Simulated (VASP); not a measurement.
Here is a VASP 6.6.1 calculation.

Contents of INCAR:

```
ALGO     = Normal         # electronic algorithm
EDIFF    = 1E-8           # SCF threshold, eV
ENCUT    = 520            # plane-wave cutoff, eV
ISIF     = 2              # what is computed and relaxed
ISMEAR   = -1             # smearing method
LASPH    = T              # aspherical terms in the spheres
LCHARG   = F              # write CHGCAR
LEFG     = T            
LREAL    = F              # projectors in reciprocal space
LWAVE    = F              # write WAVECAR
NBANDS   = 20             # bands
NELM     = 100            # most SCF steps
PREC     = Accurate       # precision mode
SIGMA    = 0.08           # smearing width, eV
```

The input KPOINTS:

```
k-points
0
Gamma
  13 13 13
```

The input POSCAR:

```
WS2
1.0
    1.5684027470      0.9055177481      6.1219641228
   -1.5684027470      0.9055177481      6.1219641228
    0.0000000000     -1.8110354963      6.1219641228
W S
1 2
Direct
    0.0000000000      0.0000000000      0.0000000000
    0.7503000000      0.7503000000      0.7503000000
    0.5810000000      0.5810000000      0.5810000000
```

Potentials or basis: VASP PAW LDA potentials, release 64 (W_sv, S).

Run with:

```sh
$ cat potpaw_LDA.64/W_sv/POTCAR potpaw_LDA.64/S/POTCAR > POTCAR
$ mpirun -np 1 vasp_std > vasp.out
```

Q: Predict the largest force.

A: 0.616 eV/Å.

Q: Predict the band gap on the k mesh.

A: 0.99 eV (least direct gap 2.15 eV).

Stress tensor (GPa, compression positive):
```
-0.10  0.00  0.00
 0.00 -0.10  0.00
 0.00  0.00  0.70
```

Caveat: without QUAD_EFG the Cq values of the log hold for a quadrupole moment of 1 mb, not for the nuclei; spin-orbit coupling is left out, which moves the levels of the heavy elements. A k mesh can miss the band edges.
